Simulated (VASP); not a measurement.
# AsP2 (P-4m2) in VASP: single point with PBE

Aim: the single point of AsP2 with PBE.

All numbers are computed with VASP 6.6.1; they aren't measurements. Logs are shortened: lines on timing, memory, paths and dates and some standing lists are left out, and cuts for length are marked.

### Step 1. The cell of the first run

The structure is tetragonal, space group P-4m2 (No. 115). The conventional cell has a = 6.350 Å, b = 6.350 Å, c = 3.783 Å, α = 90.00°, β = 90.00°, γ = 90.00°. Within 2.9 Å of P (site symmetry m) lie 2 P at 2.20 Å and 2 As at 2.49 Å. As (site symmetry 2mm) has 4 P at 2.49 Å within 3.3 Å.

The cell was built from a structure type or drawn by symmetry, and may not be a known phase.

### Step 2. Single point, PBE

File INCAR:

```
ALGO = Normal
EDIFF = 1E-6
ENCUT = 600
GGA = PE
GGA_COMPAT = False
ISIF = 2
ISMEAR = 0
LASPH = True
LCHARG = True
LELF = True
LREAL = False
LVHAR = True
LWAVE = False
NBANDS = 34
NELM = 120
PREC = Accurate
SIGMA = 0.1
```

File KPOINTS:

```
k-points
0
Gamma
  4 4 4
```

File POSCAR:

```
AsP2
1.0
    6.3499781776      0.0000000000      0.0000000000
    0.0000000000      6.3499781776      0.0000000000
    0.0000000000      0.0000000000      3.7834752867
P As
4 2
Direct
    0.0000000000      0.2449340564      0.0007578983
    0.0000000000      0.7550659436      0.0007578983
    0.2449340564      0.0000000000      0.9992421017
    0.7550659436      0.0000000000      0.9992421017
    0.0000000000      0.5000000000     -0.4985000260
    0.5000000000      0.0000000000      1.4985000260
```

Potentials or basis: VASP PAW PBE potentials, release 64 (P, As_d).

Launch:

```bash
> cat potpaw_PBE.64/P/POTCAR potpaw_PBE.64/As_d/POTCAR > POTCAR
> mpirun -np 1 vasp_std > vasp.out
```

OUTCAR:

```text
EDIFF = 1E-6
   ENCUT = 600
   GGA = PE
   ISIF = 2
   ISMEAR = 0
   LASPH = True
   LREAL = False
   NELM = 120
   PREC = Accurate

 ion  position               nearest neighbor table
   1  0.000  0.245  0.001-   3 2.20   4 2.20   5 2.49   5 2.49
   2  0.000  0.755  0.001-   3 2.20   4 2.20   5 2.49   5 2.49
   3  0.245  0.000  0.999-   1 2.20   2 2.20   6 2.49   6 2.49
   4  0.755  0.000  0.999-   1 2.20   2 2.20   6 2.49   6 2.49
   5  0.000  0.500  0.501-   1 2.49   2 2.49   1 2.49   2 2.49
   6  0.500  0.000  0.499-   3 2.49   4 2.49   3 2.49   4 2.49

  LATTYP: Found a simple tetragonal cell.
 ALAT       =     6.3499781776
 C/A-ratio  =     0.5958249274

  Lattice vectors:

 A1 = (   6.3499781776,   0.0000000000,   0.0000000000)
 A2 = (   0.0000000000,   6.3499781776,   0.0000000000)
 A3 = (   0.0000000000,   0.0000000000,   3.7834752867)

Analysis of symmetry for initial positions (statically):
=====================================================================
 Subroutine PRICEL returns:
 Original cell was already a primitive cell.

 Routine SETGRP: Setting up the symmetry group for a
 simple tetragonal supercell.

 Subroutine GETGRP returns: Found  8 space group operations
 (whereof  8 operations were pure point group operations)
 out of a pool of 16 trial point group operations.

The static configuration has the point symmetry D_2d.

Analysis of symmetry for dynamics (positions and initial velocities):
=====================================================================
 Subroutine PRICEL returns:
 Original cell was already a primitive cell.

 Routine SETGRP: Setting up the symmetry group for a
 simple tetragonal supercell.

 Subroutine GETGRP returns: Found  8 space group operations
 (whereof  8 operations were pure point group operations)
 out of a pool of 16 trial point group operations.

The dynamic configuration has the point symmetry D_2d.

 Subroutine INISYM returns: Found  8 space group operations
 (whereof  8 operations are pure point group operations),
 and found     1 'primitive' translations

----------------------------------------------------------------------------------------

                                     Primitive cell

  volume of cell :     152.5581

  direct lattice vectors                    reciprocal lattice vectors
     6.349978178  0.000000000  0.000000000     0.157480856  0.000000000  0.000000000
     0.000000000  6.349978178  0.000000000     0.000000000  0.157480856  0.000000000
     0.000000000  0.000000000  3.783475287     0.000000000  0.000000000  0.264307264

  length of vectors
     6.349978178  6.349978178  3.783475287     0.157480856  0.157480856  0.264307264

  position of ions in fractional coordinates (direct lattice)
     0.000000000  0.244934056  0.000757898
     0.000000000  0.755065944  0.000757898
     0.244934056  0.000000000  0.999242102
     0.755065944  0.000000000  0.999242102
     0.000000000  0.500000000  0.501499974
     0.500000000  0.000000000  0.498500026

  ion indices of the primitive-cell ions
   primitive index   ion index
                 1           1
                 2           2
                 3           3
                 4           4
                 5           5
                 6           6

----------------------------------------------------------------------------------------

 KPOINTS: k-points

Automatic generation of k-mesh.
 Grid dimensions read from file:
 generate k-points for:    4    4    4

 Generating k-lattice:

  Cartesian coordinates                     Fractional coordinates (reciprocal lattice)
     0.039370214  0.000000000  0.000000000     0.250000000  0.000000000  0.000000000
     0.000000000  0.039370214  0.000000000     0.000000000  0.250000000  0.000000000
     0.000000000  0.000000000  0.066076816     0.000000000  0.000000000  0.250000000

  Length of vectors
     0.039370214  0.039370214  0.066076816

  Shift w.r.t. Gamma in fractional coordinates (k-lattice)
     0.000000000  0.000000000  0.000000000

 Subroutine IBZKPT returns following result:
 ===========================================

 Found     18 irreducible k-points:

 Following reciprocal coordinates:
            Coordinates               Weight
  0.000000  0.000000  0.000000      1.000000
  0.250000  0.000000  0.000000      4.000000
  0.500000  0.000000  0.000000      2.000000
  0.250000  0.250000  0.000000      4.000000
  0.500000  0.250000  0.000000      4.000000
  0.500000  0.500000  0.000000      1.000000
[... 10 lines left out ...]
  0.500000  0.250000  0.500000      4.000000
  0.500000  0.500000  0.500000      1.000000
   k-points           NKPTS =     18   k-points in BZ     NKDIM =     18   number of bands    NBANDS=     34
   number of dos      NEDOS =    301   number of ions     NIONS =      6
   total plane-waves  NPLWV =  87480
   dimension x,y,z NGX =    54 NGY =   54 NGZ =   30
   dimension x,y,z NGXF=   108 NGYF=  108 NGZF=   60
   ions per type =               4   2
   NGX,Y,Z   is equivalent  to a cutoff of  14.14, 14.14, 13.18 a.u.
   NGXF,Y,Z  is equivalent  to a cutoff of  28.27, 28.27, 26.36 a.u.
 SYSTEM =  unknown system
   PREC   = accura    normal or accurate (medium, high low for compatibility)
   ISTART =      0    job   : 0-new  1-cont  2-samecut
   ICHARG =      2    charge: 1-file 2-atom 10-const
   ISPIN  =      1    spin polarized calculation?
   LNONCOLLINEAR =      F non collinear calculations
   LSORBIT =      F    spin-orbit coupling
   LASPH  =      T    aspherical Exc in radial PAW
   ENCUT  =  600.0 eV  44.10 Ry    6.64 a.u.  12.68 12.68  7.56*2*pi/ulx,y,z
   NELM   =    120;   NELMIN=  2; NELMDL= -5     # of ELM steps
   EDIFF  = 0.1E-05   stopping-criterion for ELM
   LREAL  =      F    real-space projection
   EDIFFG = 0.1E-04   stopping-criterion for IOM
   NSW    =      0    number of steps for IOM
   IBRION =     -1    ionic relax: 0-MD 1-quasi-New 2-CG
   NFREE  =      0    steps in history (QN), initial steepest desc. (CG)
   ISIF   =      2    stress and relaxation
   ISYM   =      2    0-nonsym 1-usesym 2-fastsym
   POTIM  = 0.5000    time-step for ionic-motion
   TEBEG  =    0.0;   TEEND  =   0.0 temperature during run
   PSTRESS=    0.0 pullay stress
   NELECT =      50.0000    total number of electrons
   NUPDOWN=      -1.0000    fix difference up-down
   EMIN   =  10.00;   EMAX   =-10.00  energy-range for DOS
   EFERMI =   0.00;   METHOD = LEGACY
   ISMEAR =     0;   SIGMA  =   0.10  broadening in eV -4-tet -1-fermi 0-gaus
   EFERMI_NEDOS =   21; number of points for ismear=-14 and -15
   IALGO  =     38    algorithm
   IMIX   =      4    mixing-type and parameters
     AMIX     =   0.40;   BMIX     =  1.00
     AMIX_MAG =   1.60;   BMIX_MAG =  1.00
  volume/ion in A,a.u.               =      25.43       171.59
  Fermi-wavevector in a.u.,A,eV,Ry     =   1.128720  2.132972 17.333955  1.274010
  Thomas-Fermi vector in A             =   2.265411
   LORBIT       =      0    0 simple, 1 ext, 2 COOP (PROOUT), +10 PAW based schemes
   GGA     = PE    functional components
   LHFCALC =     F    Hartree Fock is set to
   AEXX    =    0.0000 exact exchange contribution
   IVDW    =     0    specifies the selected vdW correction
   LEPSILON=     F    determine dielectric tensor
   LRPA    =     F    only Hartree local field effects (RPA)
 non-spin polarized calculation
 Gauss-broadening in eV      SIGMA  =   0.10
  energy-cutoff  :      600.00
  volume of cell :      152.56
 maximum number of plane-waves:      5114
 NGX is ok and might be reduce to    54
   NGX = 25   NGY = 25   NGZ = 15

 number of electron      49.9999983 magnetization

 Free energy of the ion-electron system (eV)
  ---------------------------------------------------
  ext. energy  EPLUGINS =         0.00000000
  ---------------------------------------------------
  free energy    TOTEN  =       -29.18051474 eV

  energy without entropy =      -29.17082237  energy(sigma->0) =      -29.17566856

 E-fermi :   2.9502     XC(G=0):  -8.5554

 val. band max:        2.9471140964   @ k =   0.2500   0.2500   0.0000
 cond. band min:       2.9656271936   @ k =   0.0000   0.0000   0.2500
 fundamental gap:      0.0185130972
 Fermi energy:         2.9502451285

 k-point     1 :       0.0000    0.0000    0.0000
  band No.  band energies     occupation
      1     -32.7332      2.00000
      2     -32.7332      2.00000
      3     -32.7270      2.00000
      4     -32.7269      2.00000
      5     -32.5678      2.00000
      6     -32.5678      2.00000
[... 26 lines left out ...]
     33       7.0686      0.00000
     34       7.2207      0.00000

 k-point     2 :       0.2500    0.0000    0.0000
  band No.  band energies     occupation
      1     -32.7332      2.00000
      2     -32.7332      2.00000
      3     -32.7270      2.00000
      4     -32.7269      2.00000
      5     -32.5678      2.00000
      6     -32.5678      2.00000
[... 26 lines left out ...]
     33       6.9429      0.00000
     34       7.6885      0.00000

 k-point     3 :       0.5000    0.0000    0.0000
  band No.  band energies     occupation
      1     -32.7332      2.00000
      2     -32.7332      2.00000
      3     -32.7270      2.00000
      4     -32.7270      2.00000
      5     -32.5678      2.00000
      6     -32.5678      2.00000
[... 26 lines left out ...]
     33       6.9029      0.00000
     34       7.7537      0.00000
[... 482 lines left out ...]
 k-point    17 :       0.5000    0.2500    0.5000
  band No.  band energies     occupation
      1     -32.7347      2.00000
      2     -32.7346      2.00000
      3     -32.7243      2.00000
      4     -32.7243      2.00000
      5     -32.5685      2.00000
      6     -32.5685      2.00000
[... 26 lines left out ...]
     33       8.8567      0.00000
     34       9.5064      0.00000

 k-point    18 :       0.5000    0.5000    0.5000
  band No.  band energies     occupation
      1     -32.7347      2.00000
      2     -32.7346      2.00000
      3     -32.7243      2.00000
      4     -32.7243      2.00000
      5     -32.5685      2.00000
      6     -32.5685      2.00000
[... 26 lines left out ...]
     33       9.4131      0.00000
     34       9.7238      0.00000

------------------------ aborting loop because EDIFF is reached ----------------------------------------

  FORCE on cell =-STRESS in cart. coord.  units (eV):
  Direction    XX          YY          ZZ          XY          YZ          ZX
  --------------------------------------------------------------------------------------
  -------------------------------------------------------------------------------------
  Total       -0.0225462     -0.0225462     -0.0908131      0.0000000     -0.0000000      0.0000000
  in kB       -0.2367821     -0.2367821     -0.9537267      0.0000000     -0.0000000      0.0000000
  external PRESSURE =      -0.4757636 kB  Pullay stress =       0.0000000 kB

 VOLUME and BASIS-vectors are now :
 -----------------------------------------------------------------------------
  energy-cutoff  :      600.00
  volume of cell :      152.56
      direct lattice vectors                 reciprocal lattice vectors
     6.349978178  0.000000000  0.000000000     0.157480856  0.000000000  0.000000000
     0.000000000  6.349978178  0.000000000     0.000000000  0.157480856  0.000000000
     0.000000000  0.000000000  3.783475287     0.000000000  0.000000000  0.264307264

 POSITION                                       TOTAL-FORCE (eV/Angst)
 -----------------------------------------------------------------------------------
      0.00000      1.55533      0.00287         0.000000     -0.048416     -0.000519
      0.00000      4.79465      0.00287         0.000000      0.048416     -0.000519
      1.55533      0.00000      3.78061        -0.048416     -0.000000      0.000519
      4.79465      0.00000      3.78061         0.048416     -0.000000      0.000519
      0.00000      3.17499      1.89741         0.000000     -0.000000      0.000350
      3.17499      0.00000      1.88606         0.000000      0.000000     -0.000350
 -----------------------------------------------------------------------------------
    total drift:                                0.000000      0.000000     -0.000000

  FREE ENERGIE OF THE ION-ELECTRON SYSTEM (eV)
  ---------------------------------------------------
  free  energy   TOTEN  =       -29.1805147408 eV

  energy  without entropy=      -29.1708223695  energy(sigma->0) =      -29.17566856
```

Wall time 97 s (1 thread of Intel Xeon Platinum 8259CL at 2.50GHz (Skylake/Cascade Lake), shared host); peak memory 0.32 GiB.

What came out:

```yaml
Free_energy: -29.1805 eV
Pressure: 0.0 GPa
Largest_force: 0.048 eV/Å
Band_gap_on_the_k_mesh: zero (bands 25 and 26 overlap by 1.11 eV)
```

Forces on the atoms (eV/Å):
```
P    0.000 -0.048 -0.001
P    0.000  0.048 -0.001
P   -0.048  0.000  0.001
P    0.048  0.000  0.001
As   0.000  0.000  0.000
As   0.000  0.000  0.000
```

Caveat: the k points lie up to 0.42 Å⁻¹ apart, too coarse for converged energies and pressures of a metal.
